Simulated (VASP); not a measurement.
Crystal: TiCo.

```
Co Ti
1.0
     2.98611    0.00000    0.00000
     0.00000    2.98611    0.00000
     0.00000    0.00000    2.98611
Co Ti
1 1
Direct
  0.50000 0.50000 0.50000
  0.00000 0.00000 0.00000
```

* Program: VASP 6.6.1
* Task: relaxation of cell and atoms
* Functional: BLYP
* Dispersion: D3(BJ)
* Potentials or basis: VASP PAW PBE potentials, release 64 (Co, Ti_sv)
* Cutoff: 600 eV
* k mesh: 9 × 9 × 9
* Occupations: fermi-dirac, width 0.05 eV
* Spin: collinear spin, ferromagnetic start
* Starting moments: [2.0, 1.0] μB

At the start: pressure -11.6 GPa; volume 13.31 Å³/atom.

Problem. Where does the relaxation end?

Solution. Over 3 steps the energy falls by 35.2 meV/atom and the volume is 12.41 Å³/atom (-6.8 %); space group Pm-3m (No. 221, to 0.1 Å) before and after; moment 0.59 μB per cell.

Step by step:
```tsv
step	energy change (eV)	largest force (eV/Å)	pressure (GPa)	volume (Å³)
1	0.0000	0.0000	-11.56	26.63
2	0.0095	0.0000	16.12	23.09
3	-0.0703	0.0000	-0.08	24.82
```

Final structure:
```
CELL_PARAMETERS angstrom
2.91699 0.00000 0.00000
0.00000 2.91699 0.00000
0.00000 0.00000 2.91699
ATOMIC_POSITIONS crystal
Co 0.50000 0.50000 0.50000
Ti 0.00000 0.00000 0.00000
```

Caveat: the PAW data sets were made with another functional, which shifts forces and pressure a little.
